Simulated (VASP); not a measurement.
**WS2: single point with r2SCAN**

The system is WS2.

```
W S
1.0
     3.18162    0.00000    0.00000
    -1.59081    2.75536    0.00000
     0.00000    0.00000   12.28334
W S
2 4
Direct
  0.33333 0.66667 0.25000
  0.66667 0.33333 0.75000
  0.33333 0.66667 0.62347
  0.66667 0.33333 0.12347
  0.33333 0.66667 0.87653
  0.66667 0.33333 0.37653
```

This cell differs from its parent crystal: strain along c alone, the other axes held: -6.0 %, then relaxed in part.

```
Program                : VASP 6.6.1
Task                   : single point
Functional             : r2SCAN
Potentials or basis    : VASP PAW PBE potentials, release 64 (W_sv, S)
Cutoff                 : 520 eV
k mesh                 : 12 × 12 × 2
Occupations            : gaussian, width 0.02 eV
Spin                   : no spin polarisation
Dipole correction      : no
Further INCAR settings : ALGO = Normal; EDIFF = 1e-06; NBANDS = 35
```

- Pressure: 1.4 GPa
- Largest force: 0.029 eV/Å
- Band gap on the k mesh: 1.08 eV, indirect (least direct gap 1.83 eV)

Forces in eV/Å, atoms in the order of the input:
```
W    0.000  0.000  0.000
W    0.000  0.000  0.000
S    0.000  0.000 -0.029
S    0.000  0.000 -0.029
S    0.000  0.000  0.029
S    0.000  0.000  0.029
```

Stress tensor (GPa, compression positive):
```
0.76 0.00 0.00
0.00 0.76 0.00
0.00 0.00 2.64
```

Levels at points of the mesh, in eV from the valence-band top:
```tsv
k point	band 24	band 25	band 26	band 27	band 28	band 29
(0.00, 0.00, 0.00)	-1.64	-1.18	0.00	2.31	2.31	2.32
(0.50, 0.00, 0.00)	-2.12	-1.87	-1.66	2.22	2.27	2.59
(0.00, 0.00, 0.50)	-2.56	-0.32	-0.32	2.30	2.30	2.30
(0.50, 0.00, 0.50)	-2.22	-1.75	-1.75	2.24	2.24	2.73
```

Wall time 3.6 min on 1 thread of Intel(R) Xeon(R) 6975P-C (Granite Rapids), with other jobs on the host, peak memory 0.3 GiB.

Caveat: the cell differs from its parent crystal (strain along c alone, the other axes held: -6.0 %, then relaxed in part); the PAW data sets were made with another functional, which shifts forces and pressure a little; spin-orbit coupling is left out, which moves the levels of the heavy elements. A k mesh can miss the band edges.
